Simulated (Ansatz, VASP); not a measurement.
**WSe2 in VASP and in Ansatz**

Contents of INCAR:

```
  PREC = Accurate
  ENCUT = 500
  EDIFF = 1E-6
  ISMEAR = -1
  SIGMA = 0.02
  LREAL = F
  LASPH = T
  NELM = 120
  ALGO = Normal
  ISIF = 2
  LWAVE = F
  LCHARG = F
  GGA = PE
  NBANDS = 20
  GGA_COMPAT = F
```

File KPOINTS:

```
Automatic mesh
0
Gamma
  2 2 2
```

File POSCAR:

```
WSe2
1.0
    3.3153441874      0.0000000000      0.0000000000
   -1.6576720937      2.8711722886      0.0000000000
    0.0000000000      0.0000000000      6.5191986732
W Se
1 2
Direct
    0.0000000000      0.0000000000      0.0000000000
    0.3333333333      0.6666666667      0.2571683820
    0.6666666667      0.3333333333      0.7428316180
```

Input for Ansatz:

```yaml
crystal:
  lattice:
    - [3.3153441874, 0.0, 0.0]
    - [-1.6576720937, 2.8711722886, 0.0]
    - [0.0, 0.0, 6.5191986732]
  atoms:
    - { symbol: W, position: [0.0, 0.0, 0.0] }
    - { symbol: Se, position: [0.3333333333, 0.6666666667, 0.257168382] }
    - { symbol: Se, position: [0.6666666667, 0.3333333333, 0.742831618] }
kpoints:
  mp_grid: { grid: [2, 2, 2] }
hamiltonian:
  xc: pbe
scf:
  occupations: { method: fermi_dirac, width: 0.02 }
  n_extra_bands: 4
output:
  forces: true
  stress: true
  eigenvalues: true
```

Alike in both runs: task single point; functional PBE; k mesh 2 × 2 × 2; occupations fermi-dirac, width 0.02 eV; no spin polarisation.

```csv
,VASP,Ansatz
version,VASP 6.6.1,Ansatz 0.2.0
potentials or method,"VASP PAW PBE potentials, release 64 (W_sv, Se)",plane waves
plane-wave cutoff (eV),500,420
valence electrons in the cell,26,46
```

|  | VASP | Ansatz | Ansatz less VASP |
| --- | --- | --- | --- |
| pressure (GPa) | 4.1 | 3.8 | -0.31 |
| traceless stress, the component that is largest in VASP (GPa) | 6.13 | 6.17 | +0.042 |
| rms of the force components (eV/Å) | 0.197 | 0.181 | -0.0161 |

Atom by atom the forces differ by 0.016 eV/Å (rms over components). With one functional, cell and mesh, what is left measures potentials, basis and numerics. VASP's potentials hold 26 valence electrons a cell and Ansatz's 46, so a difference there can come from the potentials and not from the codes.

The k mesh is coarse, so the values compare programs but aren't converged. Neither program's run includes spin-orbit coupling.
